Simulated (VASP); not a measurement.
Fe:

```xyz
1
Lattice="0.0000 1.9417 1.9651 1.4984 0.0000 1.9651 1.4984 1.9417 0.0000" Properties=species:S:1:pos:R:3 pbc="T T T"
Fe    0.0000    0.0000    0.0000
```

| Property | Result |
| --- | --- |
| Program | VASP 6.6.1 |
| Task | relaxation of cell and atoms |
| Functional | PBEsol |
| Potentials or basis | VASP PAW PBE potentials, release 64 (Fe) |
| Cutoff | 600 eV |
| k mesh | 9 × 9 × 9 |
| Occupations | fermi-dirac, width 0.15 eV |
| Spin | collinear spin, ferromagnetic start |
| Starting moments | [4.5] μB |

At the start: pressure -9.9 GPa; volume 11.44 Å³/atom.

**Question.** Where does the relaxation end?

**Answer.** Over 8 steps the energy falls by 39.5 meV/atom and the volume is 10.81 Å³/atom (-5.4 %); space group I4/mmm (No. 139, to 0.1 Å) before, Im-3m (No. 229, to 0.1 Å); moment 2.09 μB per cell.

The path:
```tsv
step	energy change (eV)	largest force (eV/Å)	pressure (GPa)	volume (Å³)
1	0.0000	0.0000	-9.91	11.44
2	-0.0115	0.0000	12.61	10.30
3	-0.0265	0.0000	1.58	10.76
4	-0.0353	0.0000	1.31	10.76
5	-0.0391	0.0000	1.35	10.75
6	-0.0389	0.0000	-1.99	10.91
7	-0.0394	0.0000	-0.16	10.82
8	-0.0395	0.0000	0.00	10.81
```

Final structure:
```
Fe
1.0
     0.00000    1.96937    1.96905
     1.39417    0.00000    1.96905
     1.39417    1.96937    0.00000
Fe
1
Cartesian
  1.3942 1.9694 0.0000
```

Caveat: the PAW data sets were made with another functional, which shifts forces and pressure a little.
